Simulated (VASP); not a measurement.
# MnO (Fm-3m) in VASP: further runs, part 3 of 3

VASP 6.6.1. Earlier steps stand in the parts before.

### Step 4. Single point, HSE06, collinear spin, ferromagnetic start

This run uses another cell than the first one, of 10.78 Å³/atom.

Input file POSCAR:

```
MnO
1.0
    0.0000000000      2.2089816980      2.2089816980
    2.2089816980      0.0000000000      2.2089816980
    2.2089816980      2.2089816980      0.0000000000
Mn O
1 1
Direct
    0.0000000000      0.0000000000      0.0000000000
    0.5000000000      0.5000000000      0.5000000000
```

Input file INCAR.step1:

```
SYSTEM = MnO
PREC = Accurate ; ENCUT = 520
EDIFF = 1E-5 ; ISMEAR = -1
SIGMA = 0.05 ; LREAL = .FALSE.
LASPH = .TRUE. ; NELM = 150
ALGO = Normal ; ISIF = 2
LWAVE = .TRUE. ; LCHARG = .FALSE.
ISPIN = 2 ; MAGMOM = 4 0
LORBIT = 11 ; LMAXMIX = 4
GGA = PE ; NBANDS = 20
KPAR = 4
```

Input file INCAR.step2:

```
SYSTEM = MnO
PREC = Accurate ; ENCUT = 520
EDIFF = 1E-7 ; ISMEAR = -1
SIGMA = 0.05 ; LREAL = .FALSE.
LASPH = .TRUE. ; NELM = 150
ALGO = Normal ; ISIF = 2
LWAVE = .FALSE. ; LCHARG = .FALSE.
ISPIN = 2 ; MAGMOM = 4 0
LORBIT = 11 ; LMAXMIX = 4
GGA = PE ; LHFCALC = .TRUE.
HFSCREEN = 0.2079 ; PRECFOCK = Normal
ISTART = 1 ; NBANDS = 20
KPAR = 4
```

Input file KPOINTS:

```
regular mesh
0
G
  6 6 6
  0 0 0
```

Potentials or basis: VASP PAW PBE potentials, release 64 (Mn_pv, O).

On the command line:

```bash
$ cat potpaw_PBE.64/Mn_pv/POTCAR potpaw_PBE.64/O/POTCAR > POTCAR
$ cp INCAR.step1 INCAR
$ mpirun -np 4 vasp_std > vasp.out
$ cp INCAR.step2 INCAR
$ mpirun -np 4 vasp_std > vasp.out
```

OUTCAR:

```text
SYSTEM = MnO
   PREC = Accurate
   ENCUT = 520
   EDIFF = 1E-7
   ISMEAR = -1
   LREAL = .FALSE.
   LASPH = .TRUE.
   NELM = 150
   ISIF = 2
   ISPIN = 2
   LORBIT = 11
   GGA = PE
   LHFCALC = .TRUE.
   HFSCREEN = 0.2079
   PRECFOCK = Normal
   ISTART = 1

 ion  position               nearest neighbor table
   1  0.000  0.000  0.000-   2 2.21   2 2.21   2 2.21   2 2.21   2 2.21   2 2.21
   2  0.500  0.500  0.500-   1 2.21   1 2.21   1 2.21   1 2.21   1 2.21   1 2.21

  LATTYP: Found a face centered cubic cell.
 ALAT       =     4.4179633960

  Lattice vectors:

 A1 = (   0.0000000000,   2.2089816980,   2.2089816980)
 A2 = (   2.2089816980,   0.0000000000,   2.2089816980)
 A3 = (   2.2089816980,   2.2089816980,   0.0000000000)

Analysis of symmetry for initial positions (statically):
=====================================================================
 Subroutine PRICEL returns:
 Original cell was already a primitive cell.

 Routine SETGRP: Setting up the symmetry group for a
 face centered cubic supercell.

[... 563 lines left out ...]
      4     -14.6261      1.00000
      5       3.5685      1.00000
      6       3.5685      1.00000
[... 357 lines left out ...]
     19      36.6006      0.00000
     20      37.2454      0.00000

------------------------ aborting loop because EDIFF is reached ----------------------------------------

  FORCE on cell =-STRESS in cart. coord.  units (eV):
  Direction    XX          YY          ZZ          XY          YZ          ZX
  --------------------------------------------------------------------------------------
  -------------------------------------------------------------------------------------
  Total        0.6686355      0.6686355      0.6686355      0.0000000      0.0000000     -0.0000000
  in kB       49.6928207     49.6928207     49.6928207      0.0000000      0.0000000     -0.0000000
  external PRESSURE =      49.6928207 kB  Pullay stress =       0.0000000 kB

 VOLUME and BASIS-vectors are now :
 -----------------------------------------------------------------------------
  energy-cutoff  :      520.00
  volume of cell :       21.56
      direct lattice vectors                 reciprocal lattice vectors
     0.000000000  2.208981698  2.208981698    -0.226348639  0.226348639  0.226348639
     2.208981698  0.000000000  2.208981698     0.226348639 -0.226348639  0.226348639
     2.208981698  2.208981698  0.000000000     0.226348639  0.226348639 -0.226348639

 POSITION                                       TOTAL-FORCE (eV/Angst)
 -----------------------------------------------------------------------------------
      0.00000      0.00000      0.00000         0.000000     -0.000000     -0.000000
      2.20898      2.20898      2.20898        -0.000000      0.000000      0.000000
 -----------------------------------------------------------------------------------
    total drift:                               -0.000001     -0.000001     -0.000000

  FREE ENERGIE OF THE ION-ELECTRON SYSTEM (eV)
  ---------------------------------------------------
  free  energy   TOTEN  =       -23.7537654130 eV

  energy  without entropy=      -23.7537653467  energy(sigma->0) =      -23.75376538

 total charge

# of ion       s       p       d       tot
------------------------------------------
    1        0.201   6.183   4.959  11.343
    2        1.557   3.492   0.000   5.048
--------------------------------------------------
tot          1.757   9.675   4.959  16.392

 magnetization (x)

# of ion       s       p       d       tot
------------------------------------------
    1        0.025   0.020   4.535   4.580
    2        0.027   0.177   0.000   0.204
--------------------------------------------------
tot          0.052   0.197   4.535   4.784
```

OUTCAR.step1:

```text
SYSTEM = MnO
   PREC = Accurate
   ENCUT = 520
   EDIFF = 1E-5
   ISMEAR = -1
   LREAL = .FALSE.
   LASPH = .TRUE.
   NELM = 150
   ISIF = 2
   ISPIN = 2
   LORBIT = 11
   GGA = PE
[... 971 lines left out ...]

 total charge

# of ion       s       p       d       tot
------------------------------------------
    1        0.206   6.182   4.986  11.374
    2        1.562   3.420   0.000   4.982
--------------------------------------------------
tot          1.768   9.602   4.986  16.356

 magnetization (x)

# of ion       s       p       d       tot
------------------------------------------
    1        0.034   0.026   4.227   4.288
    2        0.031   0.164   0.000   0.195
--------------------------------------------------
tot          0.066   0.190   4.227   4.482
```

OSZICAR.step1:

```text
N       E                     dE             d eps       ncg     rms          rms(c)
DAV:   1     0.170464498109E+03    0.17046E+03   -0.10244E+04  1288   0.111E+03
DAV:   2    -0.103451132467E+02   -0.18081E+03   -0.16849E+03  1316   0.328E+02
DAV:   3    -0.186369405815E+02   -0.82918E+01   -0.81963E+01  1472   0.757E+01
DAV:   4    -0.186972186264E+02   -0.60278E-01   -0.60266E-01  1452   0.664E+00
DAV:   5    -0.186977526384E+02   -0.53401E-03   -0.53401E-03  1456   0.618E-01    0.142E+01
DAV:   6    -0.166778495602E+02    0.20199E+01   -0.95335E+00  1736   0.337E+01    0.132E+01
DAV:   7    -0.164311534226E+02    0.24670E+00   -0.11526E+00  1472   0.150E+01    0.791E+00
DAV:   8    -0.164257099451E+02    0.54435E-02   -0.10727E-01  1404   0.240E+00    0.451E+00
DAV:   9    -0.164152426524E+02    0.10467E-01   -0.21994E-02  1360   0.165E+00    0.637E-01
DAV:  10    -0.164155275982E+02   -0.28495E-03   -0.31858E-03  1320   0.583E-01    0.140E-01
DAV:  11    -0.164156997070E+02   -0.17211E-03   -0.36015E-04  1420   0.161E-01    0.539E-02
DAV:  12    -0.164157299685E+02   -0.30261E-04   -0.13928E-05  1300   0.385E-02    0.245E-02
DAV:  13    -0.164157393040E+02   -0.93356E-05   -0.77432E-06  1196   0.234E-02
   1 F= -.16415739E+02 E0= -.16414572E+02  d E =-.233428E-02  mag=     4.7116
```

Run time: 31 min. Hardware: 4 MPI ranks of Oxide Virtual Turin-like, shared host; peak memory 0.22 GiB.

What came out:

* Free energy: -23.7538 eV
* Pressure: 5.0 GPa
* Band gap on the k mesh: 1.28 eV (least direct gap 4.21 eV)
* Net moment: 5.00 μB per cell
* Site moments: Mn +4.58; O +0.20 μB
* Valence electrons inside the program's atomic spheres: Mn 11.34; O 5.05

Levels at points of the mesh, in eV from the valence-band top:
Spin up:
```tsv
k point	band 9	band 10	band 11	band 12	band 13	band 14	band 15	band 16
(0.00, 0.00, 0.00)	-3.72	-3.59	-3.59	-3.59	1.28	15.92	18.53	18.53
(0.50, 0.00, 0.00)	-3.19	-2.49	0.00	0.00	5.26	10.29	14.11	14.11
(0.50, 0.50, 0.00)	-3.29	-2.91	-2.91	-2.85	7.18	10.20	12.20	16.36
```
Spin down:
| k point | band 4 | band 5 | band 6 | band 7 | band 8 | band 9 | band 10 | band 11 |
| --- | --- | --- | --- | --- | --- | --- | --- | --- |
| (0.00, 0.00, 0.00) | -21.12 | -2.93 | -2.93 | -2.93 | 2.76 | 3.97 | 3.97 | 3.97 |
| (0.50, 0.00, 0.00) | -20.03 | -7.41 | -4.46 | -4.46 | 5.37 | 5.64 | 5.64 | 6.43 |
| (0.50, 0.50, 0.00) | -20.07 | -6.45 | -4.07 | -4.07 | 1.80 | 5.53 | 5.72 | 6.24 |

Caveat: the cell stands under pressure; the PAW data sets were made with another functional, which shifts forces and pressure a little; a cell with one magnetic atom can't hold antiferromagnetic order, which such compounds often take.

### Step 5. Single point, PBE0, collinear spin, ferromagnetic start

This run uses another cell than the first one, of 11.00 Å³/atom.

Input file POSCAR:

```
MnO
1.0
    0.0000000000      2.2239077028      2.2239077028
    2.2239077028      0.0000000000      2.2239077028
    2.2239077028      2.2239077028      0.0000000000
Mn O
1 1
Direct
    0.0000000000      0.0000000000      0.0000000000
    0.5000000000      0.5000000000      0.5000000000
```

Input file INCAR.step1:

```
PREC = Accurate
ENCUT = 520
EDIFF = 1E-5
ISMEAR = -1
SIGMA = 0.05
LREAL = False
LASPH = True
NELM = 150
ALGO = Normal
ISIF = 2
LWAVE = True
LCHARG = False
ISPIN = 2
MAGMOM = 4 0
LORBIT = 11
LMAXMIX = 4
NBANDS = 20
GGA = PE
KPAR = 4
```

Input file INCAR.step2:

```
PREC = Accurate
ENCUT = 520
EDIFF = 1E-6
ISMEAR = -1
SIGMA = 0.05
LREAL = False
LASPH = True
NELM = 150
ALGO = Normal
ISIF = 2
LWAVE = False
LCHARG = False
ISPIN = 2
MAGMOM = 4 0
LORBIT = 11
LMAXMIX = 4
GGA = PE
LHFCALC = True
AEXX = 0.25
PRECFOCK = Normal
NBANDS = 20
ISTART = 1
KPAR = 4
```

Input file KPOINTS:

```
Automatic mesh
0
Gamma
  6 6 6
```

On the command line:

```bash
$ cat potpaw_PBE.64/Mn_pv/POTCAR potpaw_PBE.64/O/POTCAR > POTCAR
$ cp INCAR.step1 INCAR
$ mpirun -np 4 vasp_std > vasp.out
$ cp INCAR.step2 INCAR
$ mpirun -np 4 vasp_std > vasp.out
```

Run time: 27 min. Hardware: 4 MPI ranks of Oxide Virtual Turin-like, shared host; peak memory 0.13 GiB.

Results (log left out):

| Item | Value |
| --- | --- |
| Free energy | -25.4943 eV |
| Pressure | 1.4 GPa |
| Band gap on the k mesh | 1.98 eV (least direct gap 4.77 eV) |
| Net moment | 5.00 μB per cell |
| Site moments | Mn +4.58; O +0.20 μB |
| Valence electrons inside the program's atomic spheres | Mn 11.32; O 5.04 |

Levels at points of the mesh, in eV from the valence-band top:
Spin up:
| k point | band 10 | band 11 | band 12 | band 13 | band 14 | band 15 |
| --- | --- | --- | --- | --- | --- | --- |
| (0.00, 0.00, 0.00) | -3.44 | -3.44 | -3.44 | 1.98 | 16.68 | 19.21 |
| (0.50, 0.00, 0.00) | -2.48 | 0.00 | 0.00 | 6.03 | 10.96 | 14.80 |
| (0.50, 0.50, 0.00) | -2.90 | -2.90 | -2.86 | 7.87 | 10.93 | 12.93 |
Spin down:
| k point | band 5 | band 6 | band 7 | band 8 | band 9 | band 10 |
| --- | --- | --- | --- | --- | --- | --- |
| (0.00, 0.00, 0.00) | -2.79 | -2.79 | -2.79 | 3.46 | 4.85 | 4.85 |
| (0.50, 0.00, 0.00) | -7.22 | -4.29 | -4.29 | 6.20 | 6.47 | 6.47 |
| (0.50, 0.50, 0.00) | -6.28 | -3.92 | -3.92 | 2.71 | 6.36 | 6.50 |

Caveat: the PAW data sets were made with another functional, which shifts forces and pressure a little; a cell with one magnetic atom can't hold antiferromagnetic order, which such compounds often take.

### Step 6. Single point, PBE0, collinear spin, ferromagnetic start

This run uses another cell than the first one, of 11.22 Å³/atom.

Input file POSCAR:

```
MnO
1.0
    0.0000000000      2.2386359976      2.2386359976
    2.2386359976      0.0000000000      2.2386359976
    2.2386359976      2.2386359976      0.0000000000
Mn O
1 1
Direct
    0.0000000000      0.0000000000      0.0000000000
    0.5000000000      0.5000000000      0.5000000000
```

Input file INCAR.step1:

```
SYSTEM = MnO
ALGO = Normal
EDIFF = 1E-5
ENCUT = 520
GGA = PE
ISIF = 2
ISMEAR = -1
ISPIN = 2
KPAR = 4
LASPH = .True.
LCHARG = .False.
LMAXMIX = 4
LORBIT = 11
LREAL = .False.
LWAVE = .True.
MAGMOM = 4 0
NBANDS = 20
NELM = 150
PREC = Accurate
SIGMA = 0.05
```

Input file INCAR.step2:

```
SYSTEM = MnO
AEXX = 0.25
ALGO = Normal
EDIFF = 1E-6
ENCUT = 520
GGA = PE
ISIF = 2
ISMEAR = -1
ISPIN = 2
ISTART = 1
KPAR = 4
LASPH = .True.
LCHARG = .False.
LHFCALC = .True.
LMAXMIX = 4
LORBIT = 11
LREAL = .False.
LWAVE = .False.
MAGMOM = 4 0
NBANDS = 20
NELM = 150
PREC = Accurate
PRECFOCK = Normal
SIGMA = 0.05
```

Input file KPOINTS:

```
k-points
0
Gamma
  6 6 6
  0 0 0
```

Potentials or basis: VASP PAW PBE potentials, release 64 (Mn_pv, O).

On the command line:

```bash
$ cat potpaw_PBE.64/Mn_pv/POTCAR potpaw_PBE.64/O/POTCAR > POTCAR
$ cp INCAR.step1 INCAR
$ mpirun -np 4 vasp_std > vasp.out
$ cp INCAR.step2 INCAR
$ mpirun -np 4 vasp_std > vasp.out
```

It took 35 min on 4 MPI ranks of Oxide Virtual Turin-like, shared host; peak memory 0.13 GiB.

Results (log left out):

- Free energy: -25.4939 eV
- Pressure: -1.9 GPa
- Band gap on the k mesh: 1.94 eV (least direct gap 4.61 eV)
- Net moment: 5.00 μB per cell
- Site moments: Mn +4.59; O +0.19 μB
- Valence electrons inside the program's atomic spheres: Mn 11.30; O 5.03

Levels at points of the mesh, in eV from the valence-band top:
Spin up:
| k point | band 9 | band 10 | band 11 | band 12 | band 13 | band 14 | band 15 | band 16 |
| --- | --- | --- | --- | --- | --- | --- | --- | --- |
| (0.00, 0.00, 0.00) | -3.63 | -3.29 | -3.29 | -3.29 | 1.94 | 16.68 | 19.09 | 19.09 |
| (0.50, 0.00, 0.00) | -3.14 | -2.45 | 0.00 | 0.00 | 6.04 | 10.83 | 14.72 | 14.72 |
| (0.50, 0.50, 0.00) | -3.23 | -2.88 | -2.88 | -2.85 | 7.77 | 10.87 | 12.87 | 16.81 |
Spin down:
| k point | band 3 | band 4 | band 5 | band 6 | band 7 | band 8 | band 9 | band 10 | band 11 | band 12 |
| --- | --- | --- | --- | --- | --- | --- | --- | --- | --- | --- |
| (0.00, 0.00, 0.00) | -46.88 | -20.72 | -2.66 | -2.66 | -2.66 | 3.41 | 4.93 | 4.93 | 4.93 | 5.64 |
| (0.50, 0.00, 0.00) | -46.89 | -19.72 | -7.01 | -4.11 | -4.11 | 6.23 | 6.51 | 6.51 | 7.18 | 8.13 |
| (0.50, 0.50, 0.00) | -46.91 | -19.74 | -6.09 | -3.78 | -3.78 | 2.85 | 6.39 | 6.49 | 7.07 | 7.07 |

Caveat: the PAW data sets were made with another functional, which shifts forces and pressure a little; a cell with one magnetic atom can't hold antiferromagnetic order, which such compounds often take.

### Step 7. Overview

| level | cell | k mesh | share of exact exchange | screening parameter | gap on the mesh (eV) | pressure (GPa) | moment (μB) |
| --- | --- | --- | --- | --- | --- | --- | --- |
| HF | a = 3.193 Å, angles 60.0°, 2 atoms | 5 × 5 × 5 | 1 | - | 11.00 | 0.8 | 5.00 |
| HSE06 | a = 3.186 Å, angles 60.0°, 2 atoms | 6 × 6 × 6 | 0.25 | 0.2079 1/Å | 1.17 | -4.8 | 5.00 |
| HSE06 | a = 3.124 Å, angles 60.0°, 2 atoms | 6 × 6 × 6 | 0.25 | 0.2079 1/Å | 1.28 | 5.0 | 5.00 |
| PBE0 | a = 3.145 Å, angles 60.0°, 2 atoms | 6 × 6 × 6 | 0.25 | - | 1.98 | 1.4 | 5.00 |
| PBE0 | a = 3.166 Å, angles 60.0°, 2 atoms | 6 × 6 × 6 | 0.25 | - | 1.94 | -1.9 | 5.00 |

Alike in all rows: task single point; potentials or basis VASP PAW PBE potentials, release 64 (Mn_pv, O); spin collinear, ferromagnetic start; cutoff (eV) 520; smearing fermi-dirac 0.05 eV.

Caveats: some runs use coarse meshes; the PAW data sets were made with another functional, which shifts forces and pressure a little; a cell with one magnetic atom can't hold antiferromagnetic order, which such compounds often take; an odd mesh through Γ misses points on the zone boundary, where band edges can lie (at least some runs); the cell stands under tension (at least some runs); the cell stands under pressure (at least some runs).

Total energies depend on the potentials used, so only differences within one code and one set of settings carry meaning.
